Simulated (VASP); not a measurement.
# MgB (Pm-3m) in VASP: a series of runs

The runs below take MgB through single point, with LDA, PBEsol+D3(BJ).

All numbers are computed with VASP 6.6.1; they aren't measurements. Logs are shortened: lines on timing, memory, paths and dates and some standing lists are left out, and cuts for length are marked.

## Step 1: The cell of the first run

The structure is cubic, space group Pm-3m (No. 221). Conventional cell: a = 2.895 Å, b = 2.895 Å, c = 2.895 Å, α = 90.00°, β = 90.00°, γ = 90.00°. Within 3.3 Å of Mg (site symmetry m-3m) lie 8 B at 2.51 Å and 6 Mg at 2.90 Å. B (site symmetry m-3m) has 8 Mg at 2.51 Å and 6 B at 2.90 Å within 3.3 Å.

## Step 2: Single point, LDA

INCAR reads:

```
PREC     = Accurate       # precision mode
ENCUT    = 520            # plane-wave cutoff, eV
EDIFF    = 1E-7           # SCF threshold, eV
ISMEAR   = -1             # smearing method
SIGMA    = 0.05           # smearing width, eV
LREAL    = False          # projectors in reciprocal space
LASPH    = True           # aspherical terms in the spheres
NELM     = 60             # most SCF steps
ALGO     = Normal         # electronic algorithm
ISIF     = 2              # what is computed and relaxed
LWAVE    = False          # write WAVECAR
LCHARG   = False          # write CHGCAR
NBANDS   = 10             # bands
```

KPOINTS reads:

```
regular mesh
0
Gamma
  9 9 9
```

POSCAR reads:

```
MgB
1.0
    2.8951500000      0.0000000000      0.0000000000
    0.0000000000      2.8951500000      0.0000000000
    0.0000000000      0.0000000000      2.8951500000
Mg B
1 1
Direct
    0.0000000000      0.0000000000      0.0000000000
    0.5000000000      0.5000000000      0.5000000000
```

Potentials or basis: VASP PAW LDA potentials, release 64 (Mg, B).

Launch:

```bash
$ cat potpaw_LDA.64/Mg/POTCAR potpaw_LDA.64/B/POTCAR > POTCAR
$ mpirun -np 1 vasp_std > vasp.out
```

OUTCAR:

```text
PREC = Accurate
   ENCUT = 520
   EDIFF = 1E-7
   ISMEAR = -1
   LREAL = False
   LASPH = True
   NELM = 60
   ISIF = 2

 ion  position               nearest neighbor table
   1  0.000  0.000  0.000-   2 2.51   2 2.51   2 2.51   2 2.51   2 2.51   2 2.51   2 2.51   2 2.51

   2  0.500  0.500  0.500-   1 2.51   1 2.51   1 2.51   1 2.51   1 2.51   1 2.51   1 2.51   1 2.51

  LATTYP: Found a simple cubic cell.
 ALAT       =     2.8951500000

  Lattice vectors:

 A1 = (   2.8951500000,   0.0000000000,   0.0000000000)
 A2 = (   0.0000000000,   2.8951500000,   0.0000000000)
 A3 = (   0.0000000000,   0.0000000000,   2.8951500000)

Analysis of symmetry for initial positions (statically):
=====================================================================
 Subroutine PRICEL returns:
 Original cell was already a primitive cell.

 Routine SETGRP: Setting up the symmetry group for a
 simple cubic supercell.

 Subroutine GETGRP returns: Found 48 space group operations
 (whereof 48 operations were pure point group operations)
 out of a pool of 48 trial point group operations.

The static configuration has the point symmetry O_h .

Analysis of symmetry for dynamics (positions and initial velocities):
=====================================================================
 Subroutine PRICEL returns:
 Original cell was already a primitive cell.

 Routine SETGRP: Setting up the symmetry group for a
 simple cubic supercell.

 Subroutine GETGRP returns: Found 48 space group operations
 (whereof 48 operations were pure point group operations)
 out of a pool of 48 trial point group operations.

The dynamic configuration has the point symmetry O_h .

 Subroutine INISYM returns: Found 48 space group operations
 (whereof 48 operations are pure point group operations),
 and found     1 'primitive' translations

----------------------------------------------------------------------------------------

                                     Primitive cell

  volume of cell :      24.2668

  direct lattice vectors                    reciprocal lattice vectors
     2.895150000  0.000000000  0.000000000     0.345405247  0.000000000  0.000000000
     0.000000000  2.895150000  0.000000000     0.000000000  0.345405247  0.000000000
     0.000000000  0.000000000  2.895150000     0.000000000  0.000000000  0.345405247

  length of vectors
     2.895150000  2.895150000  2.895150000     0.345405247  0.345405247  0.345405247

[... 80 lines left out ...]
   EDIFF  = 0.1E-06   stopping-criterion for ELM
   LREAL  =      F    real-space projection
   EDIFFG = 0.1E-05   stopping-criterion for IOM
   NSW    =      0    number of steps for IOM
   IBRION =     -1    ionic relax: 0-MD 1-quasi-New 2-CG
   NFREE  =      0    steps in history (QN), initial steepest desc. (CG)
   ISIF   =      2    stress and relaxation
   ISYM   =      2    0-nonsym 1-usesym 2-fastsym
   POTIM  = 0.5000    time-step for ionic-motion
   TEBEG  =    0.0;   TEEND  =   0.0 temperature during run
   PSTRESS=    0.0 pullay stress
   NELECT =       5.0000    total number of electrons
   NUPDOWN=      -1.0000    fix difference up-down
   EMIN   =  10.00;   EMAX   =-10.00  energy-range for DOS
   EFERMI =   0.00;   METHOD = LEGACY
   ISMEAR =    -1;   SIGMA  =   0.05  broadening in eV -4-tet -1-fermi 0-gaus
   EFERMI_NEDOS =   21; number of points for ismear=-14 and -15
   IALGO  =     38    algorithm
   IMIX   =      4    mixing-type and parameters
     AMIX     =   0.40;   BMIX     =  1.00
     AMIX_MAG =   1.60;   BMIX_MAG =  1.00
  volume/ion in A,a.u.               =      12.13        81.88
  Fermi-wavevector in a.u.,A,eV,Ry     =   0.966927  1.827227 12.720742  0.934948
  Thomas-Fermi vector in A             =   2.096770
   LORBIT       =      0    0 simple, 1 ext, 2 COOP (PROOUT), +10 PAW based schemes
   GGA     = CA    functional components
   LHFCALC =     F    Hartree Fock is set to
   AEXX    =    0.0000 exact exchange contribution
   IVDW    =     0    specifies the selected vdW correction
   LEPSILON=     F    determine dielectric tensor
   LRPA    =     F    only Hartree local field effects (RPA)
 non-spin polarized calculation
  energy-cutoff  :      520.00
  volume of cell :       24.27
 maximum number of plane-waves:       667
 NGX is ok and might be reduce to    24
   NGX = 11   NGY = 11   NGZ = 11

 number of electron       5.0000000 magnetization

 Free energy of the ion-electron system (eV)
  ---------------------------------------------------
  ext. energy  EPLUGINS =         0.00000000
  ---------------------------------------------------
  free energy    TOTEN  =        -7.69105538 eV

  energy without entropy =       -7.68409466  energy(sigma->0) =       -7.68757502

 E-fermi :   4.6580     XC(G=0): -10.5499

 val. band max:        4.5862200476   @ k =   0.3333   0.2222   0.0000
 cond. band min:       4.6907206013   @ k =   0.3333   0.3333   0.3333
 fundamental gap:      0.1045005537
 Fermi energy:         4.6580316340

 k-point     1 :       0.0000    0.0000    0.0000
  band No.  band energies     occupation
      1      -6.1634      2.00000
      2       6.9856      0.00000
      3       6.9856      0.00000
      4       6.9856      0.00000
      5      11.5451      0.00000
      6      11.5451      0.00000
      7      13.4253      0.00000
      8      22.3970      0.00000
      9      22.3970      0.00000
     10      22.3970      0.00000
[... 287 lines left out ...]
 k-point    24 :       0.4444    0.3333    0.1111
  band No.  band energies     occupation
      1      -1.6113      2.00000
      2       0.8474      2.00000
      3       3.3136      2.00000
      4       8.1880      0.00000
      5       8.2969      0.00000
      6      14.3840      0.00000
      7      15.5227      0.00000
      8      19.5083      0.00000
      9      20.5557      0.00000
     10      21.5370      0.00000

 [... further k-points ...]
[... 5 lines left out ...]
  --------------------------------------------------------------------------------------
  -------------------------------------------------------------------------------------
  Total       -0.8626679     -0.8626679     -0.8626679      0.0000000      0.0000000      0.0000000
  in kB      -56.9561995    -56.9561995    -56.9561995      0.0000000      0.0000000      0.0000000
  external PRESSURE =     -56.9561995 kB  Pullay stress =       0.0000000 kB

 VOLUME and BASIS-vectors are now :
 -----------------------------------------------------------------------------
  energy-cutoff  :      520.00
  volume of cell :       24.27
      direct lattice vectors                 reciprocal lattice vectors
     2.895150000  0.000000000  0.000000000     0.345405247  0.000000000  0.000000000
     0.000000000  2.895150000  0.000000000     0.000000000  0.345405247  0.000000000
     0.000000000  0.000000000  2.895150000     0.000000000  0.000000000  0.345405247

 POSITION                                       TOTAL-FORCE (eV/Angst)
 -----------------------------------------------------------------------------------
      0.00000      0.00000      0.00000         0.000000      0.000000      0.000000
      1.44758      1.44758      1.44758         0.000000      0.000000      0.000000
 -----------------------------------------------------------------------------------
    total drift:                                0.000000     -0.000000     -0.000000

  FREE ENERGIE OF THE ION-ELECTRON SYSTEM (eV)
  ---------------------------------------------------
  free  energy   TOTEN  =        -7.6910553841 eV

  energy  without entropy=       -7.6840946562  energy(sigma->0) =       -7.68757502
```

OSZICAR:

```text
N       E                     dE             d eps       ncg     rms          rms(c)
DAV:   1    -0.213664750120E-01   -0.21366E-01   -0.19665E+03   764   0.346E+02
DAV:   2    -0.776165936991E+01   -0.77403E+01   -0.75925E+01   854   0.581E+01
DAV:   3    -0.791155874415E+01   -0.14990E+00   -0.14939E+00   874   0.655E+00
DAV:   4    -0.791184302383E+01   -0.28428E-03   -0.28427E-03   874   0.305E-01
DAV:   5    -0.791184364071E+01   -0.61688E-06   -0.61671E-06   812   0.135E-02    0.179E+00
DAV:   6    -0.774067914866E+01    0.17116E+00   -0.21490E-01   760   0.171E+00    0.914E-01
DAV:   7    -0.769396020481E+01    0.46719E-01   -0.12314E-01   806   0.130E+00    0.305E-01
DAV:   8    -0.769106452987E+01    0.28957E-02   -0.25720E-03   834   0.372E-01    0.223E-02
DAV:   9    -0.769105689603E+01    0.76338E-05   -0.22302E-05   826   0.242E-02    0.140E-02
DAV:  10    -0.769105544490E+01    0.14511E-05   -0.13212E-06   876   0.635E-03    0.168E-03
DAV:  11    -0.769105538406E+01    0.60844E-07   -0.97058E-08   622   0.159E-03
   1 F= -.76910554E+01 E0= -.76875750E+01  d E =-.696073E-02
```

stdout:

```text
POSCAR found type information on POSCAR MgB
 POSCAR found :  2 types and       2 ions
 scaLAPACK will be used
 LDA part: xc-table for (Slater(with rela. corr.)+CA(PZ))
 , standard interpolation
 POSCAR, INCAR and KPOINTS ok, starting setup
 FFT: planning ... GRIDC
 FFT: planning ... GRID_SOFT
 FFT: planning ... GRID
 WAVECAR not read
 entering main loop
```

Wall time 4 s (1 thread of Intel Xeon 6975P-C, shared host); peak memory 0.13 GiB.

What came out:

```
Free energy : -7.6911 eV
Pressure    : -5.7 GPa
```

## Step 3: Single point, PBEsol+D3(BJ)

This run uses another cell than the first one, of 11.40 Å³/atom, 0.940 times its volume.

INCAR reads:

```
SYSTEM = MgB
ALGO = Normal
EDIFF = 1E-6
ENCUT = 520
GGA = PS
ISIF = 2
ISMEAR = -1
IVDW = 12
LASPH = .TRUE.
LCHARG = .FALSE.
LREAL = .FALSE.
LWAVE = .FALSE.
NBANDS = 10
NELM = 100
PREC = Accurate
SIGMA = 0.05
```

KPOINTS reads:

```
k-points
0
G
  9 9 9
  0 0 0
```

POSCAR reads:

```
MgB
1.0
    2.8359556455      0.0000000000      0.0000000000
    0.0000000000      2.8359556455      0.0000000000
    0.0000000000      0.0000000000      2.8359556455
Mg B
1 1
Direct
    0.0000000000      0.0000000000      0.0000000000
    0.5000000000      0.5000000000      0.5000000000
```

Potentials or basis: VASP PAW PBE potentials, release 64 (Mg, B).

Launch:

```bash
$ cat potpaw_PBE.64/Mg/POTCAR potpaw_PBE.64/B/POTCAR > POTCAR
$ mpirun -np 1 vasp_std > vasp.out
```

Run time: 4.6 s. Hardware: 1 thread of Intel Xeon 6975P-C, shared host; peak memory 0.15 GiB.

The run converged. Its results:

```
Free energy                : -7.6998 eV
Pressure                   : 0.0 GPa
Dispersion energy per atom : -0.266 eV
```

Levels at points of the mesh, in eV from the Fermi level:
```csv
k point,band 1,band 2,band 3,band 4,band 5
"(0.00, 0.00, 0.00)",-11.30,2.49,2.49,2.49,6.90
```

Caveat: the PAW data sets were made with another functional, which shifts forces and pressure a little; pairwise dispersion overbinds metals, which lowers pressure and volume.
